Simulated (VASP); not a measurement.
Wanted: the native input for a VASP 6.6.1 run.

```yaml
Task: density of states
Functional: BLYP
Potentials_or_basis: VASP PAW PBE potentials, release 64 (Zn, Mg, C)
Cutoff: 520 eV
k_mesh: 6 × 6 × 6
Occupations: fermi-dirac, width 0.05 eV
Spin: no spin polarisation
Dipole_correction: no
k_mesh_for_the_DOS: 9 × 9 × 9
Occupations_for_the_DOS: tetrahedron
Further_INCAR_settings: ALGO = Normal; EDIFF = 1e-06
```

Mg3ZnC:

```
Zn Mg C
1.0
     4.40693    0.00000    0.00000
     0.00000    4.40693    0.00000
     0.00000    0.00000    4.40693
Zn Mg C
1 3 1
Direct
  0.00000 0.00000 0.00000
  0.50000 0.00000 0.50000
  0.50000 0.50000 0.00000
  0.00000 0.50000 0.50000
  0.50000 0.50000 0.50000
```

One way to write it, as run:

POSCAR

```
Mg3ZnC
1.0
    4.4069310000      0.0000000000      0.0000000000
    0.0000000000      4.4069310000      0.0000000000
    0.0000000000      0.0000000000      4.4069310000
Zn Mg C
1 3 1
Direct
    0.0000000000      0.0000000000      0.0000000000
    0.5000000000      0.0000000000      0.5000000000
    0.5000000000      0.5000000000      0.0000000000
    0.0000000000      0.5000000000      0.5000000000
    0.5000000000      0.5000000000      0.5000000000
```

INCAR.step1

```
PREC     = Accurate       # precision mode
ENCUT    = 520            # plane-wave cutoff, eV
EDIFF    = 1E-6           # SCF threshold, eV
ISMEAR   = -1             # smearing method
SIGMA    = 0.05           # smearing width, eV
LREAL    = F              # projectors in reciprocal space
LASPH    = T              # aspherical terms in the spheres
NELM     = 100            # most SCF steps
ALGO     = Normal         # electronic algorithm
ISIF     = 2              # what is computed and relaxed
LWAVE    = F              # write WAVECAR
LCHARG   = T              # write CHGCAR
GGA      = B5             # functional
ALDAX    = 1.0          
AGGAX    = 1.0          
AGGAC    = 1.0          
ALDAC    = 0.0          
NBANDS   = 19             # bands
```

KPOINTS.step1

```
regular mesh
0
Gamma
  6 6 6
```

INCAR.step2

```
PREC     = Accurate       # precision mode
ENCUT    = 520            # plane-wave cutoff, eV
EDIFF    = 1E-6           # SCF threshold, eV
ISMEAR   = -5             # smearing method
SIGMA    = 0.05           # smearing width, eV
LREAL    = F              # projectors in reciprocal space
LASPH    = T              # aspherical terms in the spheres
NELM     = 100            # most SCF steps
ALGO     = Normal         # electronic algorithm
ISIF     = 2              # what is computed and relaxed
LWAVE    = F              # write WAVECAR
LCHARG   = F              # write CHGCAR
GGA      = B5             # functional
ALDAX    = 1.0          
AGGAX    = 1.0          
AGGAC    = 1.0          
ALDAC    = 0.0          
LORBIT   = 10             # projections on sites
NEDOS    = 1001           # points of the DOS
ICHARG   = 11             # starting density
```

KPOINTS.step2

```
regular mesh
0
Gamma
  9 9 9
```

Potentials or basis: VASP PAW PBE potentials, release 64 (Zn, Mg, C).

Launch:

```console
$ cat potpaw_PBE.64/Zn/POTCAR potpaw_PBE.64/Mg/POTCAR potpaw_PBE.64/C/POTCAR > POTCAR
$ cp INCAR.step1 INCAR
$ cp KPOINTS.step1 KPOINTS
$ mpirun -np 1 vasp_std > vasp.out
$ cp INCAR.step2 INCAR
$ cp KPOINTS.step2 KPOINTS
$ mpirun -np 1 vasp_std > vasp.out
```

It gave:

```yaml
Valence_electrons_inside_the_program's_atomic_spheres: Zn 10.76; Mg 0.38; C 2.35
```

Wall time 86 s on 1 thread of Intel(R) Xeon(R) 6975P-C (Granite Rapids), on a shared host, peak memory 0.21 GiB.
